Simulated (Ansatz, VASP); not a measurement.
## One calculation of Mo, two programs

POSCAR

```
Mo
1.0
   -1.5764210372      1.5764210372      1.5764210372
    1.5764210372     -1.5764210372      1.5764210372
    1.5764210372      1.5764210372     -1.5764210372
Mo
1
Direct
    0.0000000000      0.0000000000      0.0000000000
```

The input INCAR.step1:

```
ALGO = Normal
EDIFF = 1E-4
ENCUT = 520
GGA = PE
ISMEAR = -1
LASPH = True
LCHARG = False
LREAL = False
LWAVE = True
NBANDS = 13
NELM = 100
PREC = Accurate
SIGMA = 0.2
```

File INCAR.step2:

```
ALGO = Normal
EDIFF = 1E-7
ENCUT = 520
ISIF = 2
ISMEAR = -1
ISTART = 1
LASPH = True
LCHARG = False
LMIXTAU = True
LREAL = False
LWAVE = False
METAGGA = R2SCAN
NBANDS = 13
NELM = 100
PREC = Accurate
SIGMA = 0.2
```

Contents of KPOINTS:

```
k-points
0
Gamma
  14 14 14
```

Input for Ansatz:

```yaml
crystal:
  lattice:
    - [-1.5764210372, 1.5764210372, 1.5764210372]
    - [1.5764210372, -1.5764210372, 1.5764210372]
    - [1.5764210372, 1.5764210372, -1.5764210372]
  atoms:
    - { symbol: Mo, position: [0.0, 0.0, 0.0] }
hamiltonian:
  xc: r2scan
  pseudopotentials:
    kind: paw
    azcp:
      Mo: "pseudopotentials/Mo.paw.azcp"
basis:
  ecutwfc: 500
  fft_grid_basis: typed
kpoints:
  mp_grid: { grid: [14, 14, 14], shift: [0, 0, 0] }
magnetization:
  spin_polarized: false
scf:
  occupations: { method: fermi_dirac, width: 0.2 }
  lower_state_search: "off"
output:
  stress: true
  write_density: true
  write_potential: true
  elf: true
  volumetric_format: npy
```

Alike in both runs: task single point; functional r2SCAN; k mesh 14 × 14 × 14; occupations fermi-dirac, width 0.2 eV; no spin polarisation.

```csv
,VASP,Ansatz
version,VASP 6.6.1,Ansatz 0.2.0
potentials or method,"VASP PAW PBE potentials, release 64 (Mo_sv), cutoff 520 eV","plane waves (500 eV) with PAW, scalar-relativistic"
valence electrons in the cell,14,14
```

|  | VASP | Ansatz | Ansatz less VASP |
| --- | --- | --- | --- |
| pressure (GPa) | 1.0 | -0.1 | -1.13 |

VASP's potentials were made for PBE, not for r2SCAN.
